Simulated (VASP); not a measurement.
Input of a VASP 6.6.1 run:

INCAR

```
SYSTEM = Si
PREC = Accurate
ENCUT = 600
EDIFF = 1E-7
ISMEAR = 0
SIGMA = 0.01
LREAL = .False.
LASPH = .True.
NELM = 80
ALGO = Normal
ISIF = 3
LWAVE = .False.
LCHARG = .False.
GGA = PE
IVDW = 13
IBRION = 2
NSW = 80
EDIFFG = -0.01
```

KPOINTS

```
Automatic mesh
0
Gamma
  6 6 6
  0 0 0
```

Contents of POSCAR:

```
Si
1.0
    0.0000000000      2.7135600000      2.7135600000
    2.7135600000      0.0000000000      2.7135600000
    2.7135600000      2.7135600000      0.0000000000
Si
2
Direct
    0.7500000000      0.7500000000      0.7500000000
    0.5000000000      0.5000000000      0.5000000000
```

Potentials or basis: VASP PAW PBE potentials, release 64 (Si).

Run with:

```sh
$ cat potpaw_PBE.64/Si/POTCAR > POTCAR
$ mpirun -np 1 vasp_std > vasp.out
```

**Question.** What does it give for the band gap on the k mesh?

**Answer.** 0.69 eV, indirect (least direct gap 2.56 eV).

**Question.** Estimate the dispersion energy per atom.

**Answer.** -0.334 eV.

The path:
```tsv
step	energy change (eV)	largest force (eV/Å)	pressure (GPa)	volume (Å³)
1	0.0000	0.0000	-0.41	39.96
2	-0.0001	0.0000	0.29	39.67
3	-0.0002	0.0000	0.01	39.79
```

A k mesh can miss the band edges. A hybrid or GW would open this gap; PBE tends to underestimate it.
